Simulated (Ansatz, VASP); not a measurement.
**NaF: VASP beside Ansatz**

INCAR

```
PREC = Accurate ; ENCUT = 520
EDIFF = 1E-6 ; ISMEAR = 0
SIGMA = 0.01 ; LREAL = False
LASPH = True ; NELM = 100
ALGO = Normal ; ISIF = 2
LWAVE = False ; LCHARG = False
NBANDS = 22
```

The input KPOINTS:

```
regular mesh
0
Gamma
  12 12 6
```

The input POSCAR:

```
NaF
1.0
    3.8680646418      0.0000000000      0.0000000000
   -1.9340323209      3.3498422433      0.0000000000
    0.0000000000      0.0000000000      4.5513806497
Na F
2 2
Direct
    0.3333333333      0.6666666667     -0.0625000000
    0.6666666667      0.3333333333      0.4375000000
    0.3333333333      0.6666666667      0.4375000000
    0.6666666667      0.3333333333      0.9375000000
```

Input for Ansatz:

```yaml
crystal:
  lattice:
    - [3.8680646418, 0.0, 0.0]
    - [-1.9340323209, 3.3498422433, 0.0]
    - [0.0, 0.0, 4.5513806497]
  atoms:
    - { symbol: Na, position: [0.3333333333, 0.6666666667, -0.0625] }
    - { symbol: Na, position: [0.6666666667, 0.3333333333, 0.4375] }
    - { symbol: F, position: [0.3333333333, 0.6666666667, 0.4375] }
    - { symbol: F, position: [0.6666666667, 0.3333333333, 0.9375] }
kpoints:
  mp_grid: { grid: [12, 12, 6] }
  band_path:
    path:
      - [0.0, 0.0, 0.0]
      - [0.5, 0.0, 0.0]
      - [0.3333333333, 0.3333333333, 0.0]
      - [0.0, 0.0, 0.5]
      - [0.5, 0.0, 0.5]
      - [0.3333333333, 0.3333333333, 0.5]
    npoints: 1
hamiltonian:
  xc: lda
scf:
  occupations: { method: fixed }
  n_extra_bands: 5
output:
  forces: true
  stress: true
  eigenvalues: true
```

Alike in both runs: task single point; functional LDA; k mesh 12 × 12 × 6; no spin polarisation.

```csv
,VASP,Ansatz
version,VASP 6.6.1,Ansatz 0.2.0
potentials or method,"VASP PAW LDA potentials, release 64 (Na_pv, F)","plane waves, PAW"
plane-wave cutoff (eV),520,420
occupations,"gaussian, width 0.01 eV",fixed
valence electrons in the cell,28,32
```

```tsv
	VASP	Ansatz	Ansatz less VASP
gap on the k mesh at the Fermi level (eV)	5.37	5.39	+0.021
pressure (GPa)	-2.5	-2.5	+0.04
traceless stress, the component that is largest in VASP (GPa)	-0.31	-0.32	-0.011
```

LDA's correlation is that of Perdew and Zunger in VASP and of Perdew and Wang (1992) in Ansatz. VASP's potentials hold 28 valence electrons a cell and Ansatz's 32, so a difference there can come from the potentials and not from the codes.
